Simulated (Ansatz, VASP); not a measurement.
Y: VASP beside Ansatz

File INCAR:

```
SYSTEM = Y
  ALGO = Fast
  EDIFF = 1E-7
  ENCUT = 520
  GGA = PE
  ISIF = 2
  ISMEAR = 0
  LASPH = .TRUE.
  LCHARG = .FALSE.
  LREAL = .FALSE.
  LWAVE = .FALSE.
  NBANDS = 18
  NELM = 80
  PREC = Accurate
  SIGMA = 0.15
```

Contents of KPOINTS:

```
k-points
0
G
  18 18 8
  0 0 0
```

The input POSCAR:

```
Y
1.0
    3.7427867180      0.0000000000      0.0000000000
   -1.8713933590      3.2413483788      0.0000000000
    0.0000000000      0.0000000000      5.6037150000
Y
2
Direct
    0.3333333333      0.6666666667      0.2500000000
    0.6666666667      0.3333333333      0.7500000000
```

Input for Ansatz:

```yaml
crystal:
  lattice:
    - [3.742786718, 0.0, 0.0]
    - [-1.871393359, 3.2413483788, 0.0]
    - [0.0, 0.0, 5.603715]
  atoms:
    - { symbol: "Y", position: [0.3333333333, 0.6666666667, 0.25] }
    - { symbol: "Y", position: [0.6666666667, 0.3333333333, 0.75] }
basis:
  ecutwfc: 420
kpoints:
  mp_grid: { grid: [18, 18, 8] }
hamiltonian:
  xc: pbe
scf:
  occupations: { method: gaussian, width: 0.15 }
output:
  forces: true
  stress: true
  eigenvalues: true
```

Change from the starting cell: strain +0.025 along x and y, -0.025 along z, atoms carried along.

Alike in both runs: task single point; functional PBE; k mesh 18 × 18 × 8; occupations gaussian, width 0.15 eV; no spin polarisation.

|  | VASP | Ansatz |
| --- | --- | --- |
| version | VASP 6.6.1 | Ansatz 0.2.0 |
| potentials or method | VASP PAW PBE potentials, release 64 (Y_sv), cutoff 520 eV | scalar-relativistic, plane waves, PAW |
| valence electrons in the cell | 22 | 22 |

Ansatz gave:

- gap on the k mesh at the Fermi level (eV): none
- pressure (GPa): -1.3
- traceless stress, the component that is largest in VASP (GPa): 1.43

Q: What did VASP give for the same quantities?

A: gap on the k mesh at the Fermi level (eV): none; pressure (GPa): -1.4; traceless stress, the component that is largest in VASP (GPa): 1.43.

A gap of «none» marks a metal or a gap that the smearing closes.
